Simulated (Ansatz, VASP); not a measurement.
Co in VASP and in Ansatz

INCAR

```
  ALGO = Normal
  EDIFF = 1E-6
  ENCUT = 520
  GGA = RE
  ISIF = 2
  ISMEAR = -1
  ISPIN = 2
  LASPH = T
  LCHARG = F
  LMAXMIX = 4
  LORBIT = 11
  LREAL = F
  LWAVE = F
  MAGMOM = 1.757
  NBANDS = 14
  NELM = 150
  PREC = Accurate
  SIGMA = 0.05
```

KPOINTS

```
k-points
0
Gamma
  17 17 17
```

The input POSCAR:

```
Co
1.0
    0.0000000000      1.7957859843      1.7957859843
    1.7957859843      0.0000000000      1.7957859843
    1.7957859843      1.7957859843      0.0000000000
Co
1
Direct
    0.0000000000      0.0000000000      0.0000000000
```

Input for Ansatz:

```yaml
crystal:
  lattice:
    - [0.0, 1.7957859843, 1.7957859843]
    - [1.7957859843, 0.0, 1.7957859843]
    - [1.7957859843, 1.7957859843, 0.0]
  atoms:
    - { symbol: Co, position: [0.0, 0.0, 0.0], spin: 1.757 }
hamiltonian:
  xc: revpbe
  pseudopotentials:
    kind: paw
    azcp:
      Co: "pseudopotentials/Co.paw.azcp"
basis:
  ecutwfc: 420
  fft_grid_basis: typed
kpoints:
  mp_grid: { grid: [17, 17, 17], shift: [0, 0, 0] }
magnetization:
  spin_polarized: true
scf:
  occupations: { method: fermi_dirac, width: 0.05 }
  lower_state_search: "off"
output:
  stress: true
```

Alike in both runs: task single point; functional revPBE; k mesh 17 × 17 × 17; occupations fermi-dirac, width 0.05 eV; collinear spin.

|  | VASP | Ansatz |
| --- | --- | --- |
| version | VASP 6.6.1 | Ansatz 0.2.0 |
| potentials or method | VASP PAW PBE potentials, release 64 (Co), cutoff 520 eV | plane waves (420 eV) with PAW, scalar-relativistic |
| valence electrons in the cell | 9 | 17 |

Ansatz gave:

| Item | Value |
| --- | --- |
| pressure (GPa) | -7.1 |
| net moment per atom (μB) | 1.70 |
| size of the moment on the site where the two differ most (μB) | 1.78 |

Q: What did VASP give for the same quantities?

A: Pressure (GPa): -7.5; net moment per atom (μB): 1.69; size of the moment on the site where the two differ most (μB): 1.72.

VASP's potentials were made for PBE, not for revPBE. Site moments also hang on the region over which each program counts them. VASP's potentials hold 9 valence electrons a cell and Ansatz's 17, so a difference there can come from the potentials and not from the codes.
